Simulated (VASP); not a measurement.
TiAl3, 4 atoms in the cell. Symmetry: I4/mmm, No. 139, tetragonal system. The conventional cell has a = 3.918 Å, b = 3.918 Å, c = 8.803 Å, α = 90.00°, β = 90.00°, γ = 90.00°. Ti (site symmetry 4/mmm) has 12 Al at 2.77 to 2.95 Å within 3.7 Å. Al (site symmetry 4/mmm) has 4 Ti at 2.77 Å and 8 Al at 2.95 Å within 3.7 Å. Al (site symmetry -4m2) has 8 Al at 2.77 to 2.95 Å and 4 Ti at 2.95 Å within 3.7 Å. 

```yaml
Program: VASP 6.6.1
Task: single point
Functional: PBE
Potentials_or_basis: VASP PAW PBE potentials, release 64 (Ti_sv, Al)
Cutoff: 520 eV
k_mesh: 16 × 16 × 16
Occupations: gaussian, width 0.1 eV
Spin: no spin polarisation
Dipole_correction: no
Further_INCAR_settings: ALGO = Fast; EDIFF = 1e-07; NBANDS = 18
```

Potentials or basis: VASP PAW PBE potentials, release 64 (Ti_sv, Al).

Run with:

```sh
$ cat potpaw_PBE.64/Ti_sv/POTCAR potpaw_PBE.64/Al/POTCAR > POTCAR
$ mpirun -np 1 vasp_std > vasp.out
```

Hardware: 1 thread of Intel(R) Xeon(R) Platinum 8259CL CPU @ 2.50GHz (Skylake/Cascade Lake), on a shared host.

**Question.** Estimate the wall time of this run.

**Answer.** Wall time 37 min on 1 thread of Intel(R) Xeon(R) Platinum 8259CL CPU @ 2.50GHz (Skylake/Cascade Lake) (shared host), peak memory 0.56 GiB. Counts: scf iterations 44, k points 349.
